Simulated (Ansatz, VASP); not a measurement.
One calculation of InP, two programs

```
In P
1.0
     0.00000    2.76883    2.76883
     2.76883    0.00000    2.76883
     2.76883    2.76883    0.00000
In P
1 1
Direct
  0.00000 0.00000 0.00000
  0.50000 0.50000 0.50000
```

Alike in both runs: task single point; functional PBE-based screened hybrid with a share of 0.25 of exact exchange and HFSCREEN = 0.15; k mesh 4 × 4 × 4; occupations fermi-dirac, width 0.05 eV; no spin polarisation.

|  | VASP | Ansatz |
| --- | --- | --- |
| version | VASP 6.6.1 | Ansatz 0.2.0 |
| potentials or method | VASP PAW PBE potentials, release 64 (In_d, P) | Ansatz PAW |
| plane-wave cutoff (eV) | 520 | 420 |
| valence electrons in the cell | 18 | 18 |

VASP gave:

```
gap on the k mesh at the Fermi level (eV) : none
pressure (GPa)                            : -2.8
```

Q: What did Ansatz give for the same quantities?

A: gap on the k mesh at the Fermi level (eV): none; pressure (GPa): -2.6.

VASP's potentials were made for PBE, not for PBE-based screened hybrid. A gap of «none» marks a metal or a gap that the smearing closes.

The k mesh is coarse, so the values compare programs but aren't converged.
